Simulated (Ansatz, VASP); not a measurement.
**NaH in VASP and in Ansatz**

The input INCAR:

```
  ALGO = Normal
  EDIFF = 1E-6
  ENCUT = 500
  GGA = PS
  GGA_COMPAT = False
  ISIF = 2
  ISMEAR = 0
  LASPH = True
  LCHARG = False
  LREAL = False
  LWAVE = False
  NBANDS = 11
  NELM = 120
  PREC = Accurate
  SIGMA = 0.05
```

The input KPOINTS:

```
k-points
0
Gamma
  10 10 10
```

Contents of POSCAR:

```
NaH
1.0
    2.9551240000      0.0000000000      0.0000000000
    0.0000000000      2.9551240000      0.0000000000
    0.0000000000      0.0000000000      2.9551240000
Na H
1 1
Direct
   -0.0717844782     -0.0717844782     -0.2030371653
    0.5000000000      0.5000000000      0.5000000000
```

Input for Ansatz:

```yaml
crystal:
  lattice:
    - [2.955124, 0.0, 0.0]
    - [0.0, 2.955124, 0.0]
    - [0.0, 0.0, 2.955124]
  atoms:
    - { symbol: Na, position: [-0.0717844782, -0.0717844782, -0.2030371653] }
    - { symbol: H, position: [0.5, 0.5, 0.5] }
basis:
  ecutwfc: 420
kpoints:
  mp_grid: { grid: [10, 10, 10] }
hamiltonian:
  xc: pbesol
scf:
  occupations: { method: gaussian, width: 0.05 }
output:
  forces: true
  stress: true
  eigenvalues: true
```

Alike in both runs: task single point; functional PBEsol; k mesh 10 × 10 × 10; occupations gaussian, width 0.05 eV; no spin polarisation.

```csv
,VASP,Ansatz
version,VASP 6.6.1,Ansatz 0.2.0
potentials or method,"VASP PAW PBE potentials, release 64 (Na_pv, H), cutoff 500 eV","scalar-relativistic, plane waves, PAW"
valence electrons in the cell,8,10
```

```tsv
	VASP	Ansatz	Ansatz less VASP
gap on the k mesh at the Fermi level (eV)	1.00	1.00	+0.003
least direct gap on the mesh (eV)	4.14	4.14	+0.001
pressure (GPa)	3.5	3.6	+0.01
traceless stress, the component that is largest in VASP (GPa)	2.34	2.31	-0.025
rms of the force components (eV/Å)	0.377	0.372	-0.0053
```

VASP's potentials were made for PBE, not for PBEsol. Atom by atom the forces differ by 0.005 eV/Å (rms over components). VASP's potentials hold 8 valence electrons a cell and Ansatz's 10, so a difference there can come from the potentials and not from the codes.
